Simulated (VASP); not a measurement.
A run of VASP 6.6.1:

INCAR

```
SYSTEM = GaP
  ALGO = Normal
  EDIFF = 1E-6
  ENCUT = 520
  GGA = CA
  ISIF = 2
  ISMEAR = 0
  LASPH = .TRUE.
  LCHARG = .FALSE.
  LREAL = .FALSE.
  LWAVE = .FALSE.
  NBANDS = 16
  NELM = 60
  PREC = Accurate
  SIGMA = 0.05
```

Contents of KPOINTS:

```
k-points
0
G
  8 8 8
  0 0 0
```

POSCAR

```
GaP
1.0
    0.0000000000      2.6434925000      2.7252500000
    2.7252500000      0.0000000000      2.7252500000
    2.7252500000      2.6434925000      0.0000000000
Ga P
1 1
Direct
    0.0000000000      0.0000000000      0.0000000000
    0.7500000000      0.7500000000      0.7500000000
```

Potentials or basis: VASP PAW LDA potentials, release 64 (Ga_d, P).

Run with:

```bash
$ cat potpaw_LDA.64/Ga_d/POTCAR potpaw_LDA.64/P/POTCAR > POTCAR
$ mpirun -np 1 vasp_std > vasp.out
```

Hardware: 1 thread of Intel(R) Xeon(R) 6975P-C (Granite Rapids), with other jobs on the host.

**Question.** How long does it take, and how much memory?

**Answer.** Wall time 13 s on 1 thread of Intel(R) Xeon(R) 6975P-C (Granite Rapids), on a shared host, peak memory 0.16 GiB. Counts: scf iterations 12, k points 59.
